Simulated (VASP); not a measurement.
Runs of VASP 6.6.1 on Li2Se. The structure is that of space group Fm-3m (No. 225), or close to it. The cells are those of the table. 

```tsv
task	level	spin	cell	cutoff (eV)	gap on the mesh (eV)	pressure (GPa)	moment (μB)
single point	PBEsol	off	a = 4.183 Å, angles 60.0°, 3 atoms	750	2.79	0.6	-
single point	PBEsol	off	a = 4.193 Å, angles 60.3°, 3 atoms	750	2.79	0.0	-
relaxation of the atoms	PBEsol	off	atoms relaxed from a = 4.214 Å, angles 59.7°, 3 atoms	650	2.80	0.0	-
single point	revPBE+D3(BJ)	non-collinear, zero start, SOC	a = 4.204 Å, angles 60.0°, 3 atoms	750	-	(a)	0.00
single point	PBEsol	non-collinear, zero start, SOC	a = 4.204 Å, angles 60.0°, 3 atoms	750	-	0.0	0.00
```

Alike in all rows: potentials or basis VASP PAW PBE potentials, release 64 (Li_sv, Se); k mesh 6 × 6 × 6; smearing gaussian 0.01 eV.

Fill in the values left out.

(a) -3.0.

Caveats: the PAW data sets were made with another functional, which shifts forces and pressure a little; three body term missing (at least some runs); the cell stands under tension (at least some runs).

A k mesh can miss the band edges, and rows without SOC leave out spin-orbit coupling on Se.
